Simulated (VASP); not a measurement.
# AgCl (Cmcm) in VASP: notebook

Runs on AgCl. Level: PBE. Tasks: electric field gradients.

Everything below comes from runs of VASP 6.6.1. Logs are shortened: lines on timing, memory, paths and dates and some standing lists are left out, and cuts for length are marked.

## 1. The cell of the first run

The structure is orthorhombic, space group Cmcm (No. 63). Conventional cell: a = 3.791 Å, b = 11.259 Å, c = 3.976 Å, α = 90.00°, β = 90.00°, γ = 90.00°. Within 3.6 Å of Ag (site symmetry m2m) lie 7 Cl at 2.77 to 3.28 Å and 2 Ag at 3.06 Å. Cl (site symmetry m2m) has 7 Ag at 2.77 to 3.28 Å and 8 Cl at 3.62 to 3.79 Å within 3.8 Å.

## 2. Electric field gradients, PBE (21.21 Å³/atom)

INCAR

```
SYSTEM = AgCl
ALGO = Normal
EDIFF = 1E-8
ENCUT = 520
GGA = PE
ISIF = 2
ISMEAR = -1
LASPH = .True.
LCHARG = .False.
LEFG = .True.
LREAL = .False.
LWAVE = .False.
NBANDS = 26
NELM = 80
PREC = Accurate
SIGMA = 0.03
```

KPOINTS

```
k-points
0
Gamma
  9 9 8
  0 0 0
```

POSCAR

```
AgCl
1.0
    1.8955297593     -5.6297167164      0.0000000000
    1.8955297593      5.6297167164      0.0000000000
    0.0000000000      0.0000000000      3.9756753421
Ag Cl
2 2
Direct
    0.3965554000      0.6034446000      0.7500000000
    0.6034446000      0.3965554000      0.2500000000
    0.8654487300      0.1345512700      0.2500000000
    0.1345512700      0.8654487300      0.7500000000
```

Potentials or basis: VASP PAW PBE potentials, release 64 (Ag, Cl).

The run is started by

```sh
> cat potpaw_PBE.64/Ag/POTCAR potpaw_PBE.64/Cl/POTCAR > POTCAR
> mpirun -np 1 vasp_std > vasp.out
```

OUTCAR:

```text
SYSTEM = AgCl
   EDIFF = 1E-8
   ENCUT = 520
   GGA = PE
   ISIF = 2
   ISMEAR = -1
   LASPH = .True.
   LREAL = .False.
   NELM = 80
   PREC = Accurate

 ion  position               nearest neighbor table
   1  0.397  0.603  0.750-   3 2.77   3 2.77   3 2.77   3 2.77   4 2.95   2 3.06   2 3.06
   2  0.603  0.397  0.250-   4 2.77   4 2.77   4 2.77   4 2.77   3 2.95   1 3.06   1 3.06
   3  0.865  0.135  0.250-   1 2.77   1 2.77   1 2.77   1 2.77   2 2.95
   4  0.135  0.865  0.750-   2 2.77   2 2.77   2 2.77   2 2.77   1 2.95

  LATTYP: Found a base centered orthorhombic cell.
 ALAT       =     3.7910595186
 B/A-ratio  =     2.9699964819
 C/A-ratio  =     1.0486976853

  Lattice vectors:

 A1 = (   1.8955297593,  -5.6297167164,   0.0000000000)
 A2 = (   1.8955297593,   5.6297167164,   0.0000000000)
 A3 = (   0.0000000000,   0.0000000000,   3.9756753421)

Analysis of symmetry for initial positions (statically):
=====================================================================
 Subroutine PRICEL returns:
 Original cell was already a primitive cell.

 Routine SETGRP: Setting up the symmetry group for a
 base centered orthorhombic supercell.

 Subroutine GETGRP returns: Found  8 space group operations
 (whereof  4 operations were pure point group operations)
 out of a pool of  8 trial point group operations.

The static configuration has the point symmetry C_2h.
 The point group associated with its full space group is D_2h.

Analysis of symmetry for dynamics (positions and initial velocities):
=====================================================================
 Subroutine PRICEL returns:
 Original cell was already a primitive cell.

 Routine SETGRP: Setting up the symmetry group for a
 base centered orthorhombic supercell.

 Subroutine GETGRP returns: Found  8 space group operations
 (whereof  4 operations were pure point group operations)
 out of a pool of  8 trial point group operations.

The dynamic configuration has the point symmetry C_2h.
 The point group associated with its full space group is D_2h.

 Subroutine INISYM returns: Found  8 space group operations
 (whereof  4 operations are pure point group operations),
 and found     1 'primitive' translations

[... 145 lines left out ...]

 E-fermi :   4.0151     XC(G=0): -10.0454

 val. band max:        3.7309117144   @ k =   0.2222   0.2222   0.0000
 cond. band min:       4.2237960125   @ k =   0.0000   0.0000   0.0000
 fundamental gap:      0.4928842981
 Fermi energy:         4.0151062812

 k-point     1 :       0.0000    0.0000    0.0000
  band No.  band energies     occupation
      1     -11.1585      2.00000
      2     -10.6147      2.00000
      3      -0.4776      2.00000
      4       0.5081      2.00000
      5       0.7049      2.00000
      6       0.8173      2.00000
[... 685 lines left out ...]
     25      14.1186      0.00000
     26      15.1283      0.00000

 [... further k-points ...]

------------------------ aborting loop because EDIFF is reached ----------------------------------------

  FORCE on cell =-STRESS in cart. coord.  units (eV):
  Direction    XX          YY          ZZ          XY          YZ          ZX
  --------------------------------------------------------------------------------------
  -------------------------------------------------------------------------------------
  Total       -0.3483910      0.0828282     -0.3766244      0.0000000      0.0000000      0.0000000
  in kB       -6.5783881      1.5639791     -7.1114968      0.0000000      0.0000000      0.0000000
  external PRESSURE =      -4.0419686 kB  Pullay stress =       0.0000000 kB

 VOLUME and BASIS-vectors are now :
 -----------------------------------------------------------------------------
  energy-cutoff  :      520.00
  volume of cell :       84.85
      direct lattice vectors                 reciprocal lattice vectors
     1.895529759 -5.629716716  0.000000000     0.263778502 -0.088814416  0.000000000
     1.895529759  5.629716716  0.000000000     0.263778502  0.088814416  0.000000000
     0.000000000  0.000000000  3.975675342     0.000000000  0.000000000  0.251529593

 POSITION                                       TOTAL-FORCE (eV/Angst)
 -----------------------------------------------------------------------------------
      1.89553      1.16473      2.98176         0.000000      0.035418      0.000000
      1.89553     -1.16473      0.99392         0.000000     -0.035418     -0.000000
      1.89553     -4.11475      0.99392         0.000000     -0.026939      0.000000
      1.89553      4.11475      2.98176         0.000000      0.026939      0.000000
 -----------------------------------------------------------------------------------
    total drift:                                0.000000      0.000000      0.000000

  FREE ENERGIE OF THE ION-ELECTRON SYSTEM (eV)
  ---------------------------------------------------
  free  energy   TOTEN  =       -10.6596488707 eV

  energy  without entropy=      -10.6596471658  energy(sigma->0) =      -10.65964802

 Electric field gradients (V/A^2)
---------------------------------------------------------------------
 ion       V_xx      V_yy      V_zz      V_xy      V_xz      V_yz
---------------------------------------------------------------------
   1     -21.864    48.211   -26.348     0.000     0.000    -0.000
   2     -21.864    48.211   -26.348    -0.000     0.000     0.000
   3      34.359   -53.960    19.600     0.000    -0.000     0.000
   4      34.359   -53.960    19.600     0.000     0.000    -0.000
---------------------------------------------------------------------

 Electric field gradients after diagonalization (V/A^2)
 (convention: |V_zz| > |V_xx| > |V_yy|)
----------------------------------------------------------------------
 ion       V_xx      V_yy      V_zz     asymmetry (V_yy - V_xx)/ V_zz
----------------------------------------------------------------------
   1     -26.348   -21.864    48.211       0.093
   2     -26.348   -21.864    48.211       0.093
   3      34.359    19.600   -53.960       0.274
   4      34.359    19.600   -53.960       0.274
----------------------------------------------------------------------

           NMR quadrupolar parameters

 Cq : quadrupolar parameter    Cq=e*Q*V_zz/h
 eta: asymmetry parameters     (V_yy - V_xx)/ V_zz
 Q  : nuclear electric quadrupole moment in mb (millibarn)
----------------------------------------------------------------------
 ion       Cq(MHz)       eta       Q (mb)
----------------------------------------------------------------------
   1       0.117       0.093       1.000
   2       0.117       0.093       1.000
   3      -0.130       0.274       1.000
   4      -0.130       0.274       1.000
----------------------------------------------------------------------
```

OSZICAR:

```text
N       E                     dE             d eps       ncg     rms          rms(c)
DAV:   1     0.236799949682E+03    0.23680E+03   -0.17690E+04  6500   0.129E+03
DAV:   2     0.198135117585E+01   -0.23482E+03   -0.22341E+03  7360   0.282E+02
DAV:   3    -0.110306740719E+02   -0.13012E+02   -0.12911E+02  7688   0.672E+01
DAV:   4    -0.111726654440E+02   -0.14199E+00   -0.14187E+00  7334   0.769E+00
DAV:   5    -0.111746362025E+02   -0.19708E-02   -0.19706E-02  7742   0.932E-01    0.785E+00
DAV:   6    -0.106668685402E+02    0.50777E+00   -0.89691E-01  7114   0.105E+01    0.555E+00
DAV:   7    -0.106652948383E+02    0.15737E-02   -0.38841E-01  6814   0.346E+00    0.276E+00
DAV:   8    -0.106599696330E+02    0.53252E-02   -0.20283E-02  7032   0.135E+00    0.627E-01
DAV:   9    -0.106595122880E+02    0.45734E-03   -0.42070E-03  7262   0.714E-01    0.809E-02
DAV:  10    -0.106595983270E+02   -0.86039E-04   -0.40530E-04  7114   0.134E-01    0.527E-02
DAV:  11    -0.106596527267E+02   -0.54400E-04   -0.62689E-05  6674   0.788E-02    0.317E-02
DAV:  12    -0.106596487958E+02    0.39309E-05   -0.10127E-05  7084   0.444E-02    0.399E-03
DAV:  13    -0.106596490169E+02   -0.22106E-06   -0.22691E-06  7032   0.803E-03    0.224E-03
DAV:  14    -0.106596489103E+02    0.10663E-06   -0.13002E-07  7436   0.338E-03    0.980E-04
DAV:  15    -0.106596488770E+02    0.33252E-07   -0.27133E-08  6016   0.117E-03    0.575E-04
DAV:  16    -0.106596488707E+02    0.63214E-08   -0.56417E-09  4904   0.782E-04
   1 F= -.10659649E+02 E0= -.10659648E+02  d E =-.170492E-05
```

stdout:

```text
POSCAR found type information on POSCAR AgCl
 POSCAR found :  2 types and       4 ions
 scaLAPACK will be used
 LDA part: xc-table for (Slater+PW92), standard interpolation
 POSCAR, INCAR and KPOINTS ok, starting setup
 FFT: planning ... GRIDC
 FFT: planning ... GRID_SOFT
 FFT: planning ... GRID
 WAVECAR not read
 entering main loop
ion   1

ion   2

ion   3

ion   4
```

Wall time 4.8 min (1 thread of Intel Xeon Platinum 8259CL at 2.50GHz (Skylake/Cascade Lake), shared host); peak memory 0.39 GiB.

What came out:

```
Free energy                             : -10.6596 eV
Pressure                                : -0.4 GPa
Largest force                           : 0.035 eV/Å
Band gap on the k mesh                  : 0.49 eV (least direct gap 1.88 eV)
Largest electric field gradient by atom : Ag +48.2; Cl -54.0 V/Å²
```

Forces in eV/Å, atoms in the order of the input:
```
Ag   0.000  0.035  0.000
Ag   0.000 -0.035  0.000
Cl   0.000 -0.027  0.000
Cl   0.000  0.027  0.000
```

Electric field gradients, principal values (V/Å²):
| atom | least | middle | greatest (by size) |
| --- | --- | --- | --- |
| 1 Ag | -21.864 | -26.348 | 48.211 |
| 2 Ag | -21.864 | -26.348 | 48.211 |
| 3 Cl | 19.600 | 34.359 | -53.960 |
| 4 Cl | 19.600 | 34.359 | -53.960 |

Caveat: semilocal functionals underestimate gaps, and a narrow one can read as zero; without QUAD_EFG the Cq values of the log hold for a quadrupole moment of 1 mb, not for the nuclei.

## 3. Electric field gradients, PBE (zz strain of -2 %)

INCAR

```
PREC = Accurate
ENCUT = 520
EDIFF = 1E-8
ISMEAR = -1
SIGMA = 0.03
LREAL = False
LASPH = True
NELM = 100
ALGO = Normal
ISIF = 2
LWAVE = False
LCHARG = False
GGA = PE
LEFG = True
NBANDS = 26
```

KPOINTS

```
Automatic mesh
0
Gamma
  9 9 8
```

POSCAR

```
AgCl
1.0
    1.8709097030     -5.5565952358      0.0000000000
    1.8709097030      5.5565952358      0.0000000000
    0.0000000000      0.0000000000      3.8455566030
Ag Cl
2 2
Direct
    0.3965554000      0.6034446000      0.7500000000
    0.6034446000      0.3965554000      0.2500000000
    0.8654487300      0.1345512700      0.2500000000
    0.1345512700      0.8654487300      0.7500000000
```

Potentials or basis: VASP PAW PBE potentials, release 64 (Ag, Cl).

The run is started by

```sh
> cat potpaw_PBE.64/Ag/POTCAR potpaw_PBE.64/Cl/POTCAR > POTCAR
> mpirun -np 1 vasp_std > vasp.out
```

OUTCAR:

```text
PREC = Accurate
   ENCUT = 520
   EDIFF = 1E-8
   ISMEAR = -1
   LREAL = False
   LASPH = True
   NELM = 100
   ISIF = 2
   GGA = PE

 ion  position               nearest neighbor table
   1  0.397  0.603  0.750-   3 2.70   3 2.70   3 2.70   3 2.70   4 2.91   2 3.00   2 3.00
   2  0.603  0.397  0.250-   4 2.70   4 2.70   4 2.70   4 2.70   3 2.91   1 3.00   1 3.00
   3  0.865  0.135  0.250-   1 2.70   1 2.70   1 2.70   1 2.70   2 2.91
   4  0.135  0.865  0.750-   2 2.70   2 2.70   2 2.70   2 2.70   1 2.91

  LATTYP: Found a base centered orthorhombic cell.
 ALAT       =     3.7418194060
 B/A-ratio  =     2.9699964819
 C/A-ratio  =     1.0277237316

  Lattice vectors:

 A1 = (   1.8709097030,  -5.5565952358,   0.0000000000)
 A2 = (   1.8709097030,   5.5565952358,   0.0000000000)
 A3 = (   0.0000000000,   0.0000000000,   3.8455566030)

Analysis of symmetry for initial positions (statically):
=====================================================================
 Subroutine PRICEL returns:
 Original cell was already a primitive cell.

 Routine SETGRP: Setting up the symmetry group for a
 base centered orthorhombic supercell.

 Subroutine GETGRP returns: Found  8 space group operations
 (whereof  4 operations were pure point group operations)
 out of a pool of  8 trial point group operations.

The static configuration has the point symmetry C_2h.
 The point group associated with its full space group is D_2h.

Analysis of symmetry for dynamics (positions and initial velocities):
=====================================================================
 Subroutine PRICEL returns:
[... 868 lines left out ...]

  FORCE on cell =-STRESS in cart. coord.  units (eV):
  Direction    XX          YY          ZZ          XY          YZ          ZX
  --------------------------------------------------------------------------------------
  -------------------------------------------------------------------------------------
  Total        1.4422026      1.2830393      1.5837409      0.0000000      0.0000000      0.0000000
  in kB       28.8992168     25.7098627     31.7353951      0.0000000      0.0000000      0.0000000
  external PRESSURE =      28.7814915 kB  Pullay stress =       0.0000000 kB

 VOLUME and BASIS-vectors are now :
 -----------------------------------------------------------------------------
  energy-cutoff  :      520.00
  volume of cell :       79.96
      direct lattice vectors                 reciprocal lattice vectors
     1.870909703 -5.556595236  0.000000000     0.267249670 -0.089983160  0.000000000
     1.870909703  5.556595236  0.000000000     0.267249670  0.089983160  0.000000000
     0.000000000  0.000000000  3.845556603     0.000000000  0.000000000  0.260040380

 POSITION                                       TOTAL-FORCE (eV/Angst)
 -----------------------------------------------------------------------------------
      1.87091      1.14960      2.88417         0.000000      0.006952      0.000000
      1.87091     -1.14960      0.96139         0.000000     -0.006952     -0.000000
      1.87091     -4.06130      0.96139         0.000000      0.030835      0.000000
      1.87091      4.06130      2.88417         0.000000     -0.030835      0.000000
 -----------------------------------------------------------------------------------
    total drift:                                0.000000     -0.000000      0.000000

  FREE ENERGIE OF THE ION-ELECTRON SYSTEM (eV)
  ---------------------------------------------------
  free  energy   TOTEN  =       -10.6229287333 eV

  energy  without entropy=      -10.6229266421  energy(sigma->0) =      -10.62292769

 Electric field gradients (V/A^2)
---------------------------------------------------------------------
 ion       V_xx      V_yy      V_zz      V_xy      V_xz      V_yz
---------------------------------------------------------------------
   1     -27.307    57.912   -30.604    -0.000     0.000    -0.000
   2     -27.307    57.912   -30.604    -0.000     0.000    -0.000
   3      40.599   -57.894    17.294     0.000    -0.000    -0.000
   4      40.599   -57.894    17.294     0.000     0.000    -0.000
---------------------------------------------------------------------

 Electric field gradients after diagonalization (V/A^2)
 (convention: |V_zz| > |V_xx| > |V_yy|)
----------------------------------------------------------------------
 ion       V_xx      V_yy      V_zz     asymmetry (V_yy - V_xx)/ V_zz
----------------------------------------------------------------------
   1     -30.604   -27.307    57.912       0.057
   2     -30.604   -27.307    57.912       0.057
   3      40.599    17.294   -57.894       0.403
   4      40.599    17.294   -57.894       0.403
----------------------------------------------------------------------

           NMR quadrupolar parameters

 Cq : quadrupolar parameter    Cq=e*Q*V_zz/h
 eta: asymmetry parameters     (V_yy - V_xx)/ V_zz
 Q  : nuclear electric quadrupole moment in mb (millibarn)
----------------------------------------------------------------------
 ion       Cq(MHz)       eta       Q (mb)
----------------------------------------------------------------------
   1       0.140       0.057       1.000
   2       0.140       0.057       1.000
   3      -0.140       0.403       1.000
   4      -0.140       0.403       1.000
----------------------------------------------------------------------
```

It took 4.6 min on 1 thread of Intel Xeon Platinum 8259CL at 2.50GHz (Skylake/Cascade Lake), shared host; peak memory 0.39 GiB.

Results:

```
Free energy                             : -10.6229 eV
Pressure                                : 2.9 GPa
Largest force                           : 0.031 eV/Å
Band gap on the k mesh                  : 0.48 eV (least direct gap 2.04 eV)
Largest electric field gradient by atom : Ag +57.9; Cl -57.9 V/Å²
```

Forces on the atoms (eV/Å):
```
Ag   0.000  0.007  0.000
Ag   0.000 -0.007  0.000
Cl   0.000  0.031  0.000
Cl   0.000 -0.031  0.000
```

Stress tensor (GPa, compression positive):
```
2.89 0.00 0.00
0.00 2.57 0.00
0.00 0.00 3.17
```

Electric field gradients, principal values (V/Å²):
```csv
atom,least,middle,greatest (by size)
1 Ag,-27.307,-30.604,57.912
2 Ag,-27.307,-30.604,57.912
3 Cl,17.294,40.599,-57.894
4 Cl,17.294,40.599,-57.894
```

Caveat: the cell differs from its parent crystal (zz strain of -2 %); semilocal functionals underestimate gaps, and a narrow one can read as zero; without QUAD_EFG the Cq values of the log hold for a quadrupole moment of 1 mb, not for the nuclei. A k mesh can miss the band edges.
